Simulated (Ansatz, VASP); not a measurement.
## SnO2 in VASP and in Ansatz

Contents of INCAR:

```
PREC     = Accurate       # precision mode
ENCUT    = 520            # plane-wave cutoff, eV
EDIFF    = 1E-7           # SCF threshold, eV
ISMEAR   = 0              # smearing method
SIGMA    = 0.01           # smearing width, eV
LREAL    = False          # projectors in reciprocal space
LASPH    = True           # aspherical terms in the spheres
NELM     = 80             # most SCF steps
ALGO     = Normal         # electronic algorithm
ISIF     = 2              # what is computed and relaxed
LWAVE    = False          # write WAVECAR
LCHARG   = False          # write CHGCAR
GGA      = PS             # functional
NBANDS   = 20             # bands
```

File KPOINTS:

```
Automatic mesh
0
Gamma
  10 10 10
```

The input POSCAR:

```
SnO2
1.0
    1.6170900000      0.9336300000      4.8005900000
   -1.6170900000      0.9336300000      4.8005900000
    0.0000000000     -1.8672600000      4.8005900000
Sn O
1 2
Direct
    0.5000000000      0.5000000000      0.5000000000
    0.2371700000      0.2371700000      0.2371700000
    0.7628300000      0.7628300000      0.7628300000
```

Input for Ansatz:

```yaml
crystal:
  lattice:
    - [1.61709, 0.93363, 4.80059]
    - [-1.61709, 0.93363, 4.80059]
    - [0.0, -1.86726, 4.80059]
  atoms:
    - { symbol: Sn, position: [0.5, 0.5, 0.5] }
    - { symbol: O, position: [0.23717, 0.23717, 0.23717] }
    - { symbol: O, position: [0.76283, 0.76283, 0.76283] }
basis:
  ecutwfc: 510.0
kpoints:
  mp_grid:
    grid: [10, 10, 10]
hamiltonian:
  xc: pbesol
scf:
  occupations:
    method: fixed
output:
  forces: true
  stress: true
```

Alike in both runs: task single point; functional PBEsol; k mesh 10 × 10 × 10; no spin polarisation.

|  | VASP | Ansatz |
| --- | --- | --- |
| version | VASP 6.6.1 | Ansatz 0.2.0 |
| potentials or method | VASP PAW PBE potentials, release 64 (Sn_d, O), cutoff 520 eV | plane waves, PAW |
| occupations | gaussian, width 0.01 eV | fixed |
| valence electrons in the cell | 26 | 26 |

Ansatz gave:

| Item | Value |
| --- | --- |
| pressure (GPa) | -5.2 |
| traceless stress, the component that is largest in VASP (GPa) | 1.40 |
| rms of the force components (eV/Å) | 0.188 |

**Question.** Estimate VASP's values.

**Answer.** Pressure (GPa): -4.6; traceless stress, the component that is largest in VASP (GPa): 1.01; rms of the force components (eV/Å): 0.163.

VASP's potentials were made for PBE, not for PBEsol. Atom by atom the forces differ by 0.024 eV/Å (rms over components).
